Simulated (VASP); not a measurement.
**SrO: single point with r2SCAN**

Crystal: SrO.

```
Sr O
1.0
     0.00000    2.58015    2.58015
     2.58015    0.00000    2.58015
     2.58015    2.58015    0.00000
Sr O
1 1
Direct
  0.04196 0.04196 0.04196
  0.50000 0.50000 0.50000
```

This cell differs from its parent crystal: all Sr atoms moved +0.375 Å, as atom 1 along Cartesian [1 1 1].

```
Program             : VASP 6.6.1
Task                : single point
Functional          : r2SCAN
Potentials or basis : VASP PAW PBE potentials, release 64 (Sr_sv, O)
Cutoff              : 520 eV
k mesh              : 8 × 8 × 8
Occupations         : gaussian, width 0.05 eV
Spin                : no spin polarisation
```

```yaml
Pressure: 4.4 GPa
Largest_force: 1.015 eV/Å
Band_gap_on_the_k_mesh: 4.60 eV, direct
```

Forces on the atoms (eV/Å):
```
Sr  -0.586 -0.586 -0.586
O    0.586  0.586  0.586
```

Stress tensor (GPa, compression positive):
```
 4.39 -0.96 -0.96
-0.96  4.39 -0.96
-0.96 -0.96  4.39
```

Levels at points of the mesh, in eV from the valence-band top:
```
           k point  band 4  band 5  band 6  band 7  band 8  band 9  band 10  band 11  band 12  band 13
(0.00, 0.00, 0.00)  -14.26  -14.08   -0.17   -0.13   -0.13    4.65     7.14     7.14     7.68     9.71
(0.50, 0.00, 0.00)  -14.36  -13.13   -1.89   -0.89   -0.73    6.94     8.42     9.30    10.22    12.55
(0.50, 0.50, 0.50)  -14.34  -13.45   -1.91   -1.09   -1.09    7.20     9.66     9.94     9.94    12.69
(0.50, 0.50, 0.00)  -14.63  -14.12   -0.37   -0.25    0.00    4.60     8.25    10.84    11.22    11.88
```

Run time: 85 s on 1 thread of Intel(R) Xeon(R) Platinum 8488C (Sapphire Rapids), on a shared host, peak memory 0.19 GiB.

Caveat: the cell differs from its parent crystal (all Sr atoms moved +0.375 Å, as atom 1 along Cartesian [1 1 1]); the PAW data sets were made with another functional, which shifts forces and pressure a little. A k mesh can miss the band edges.
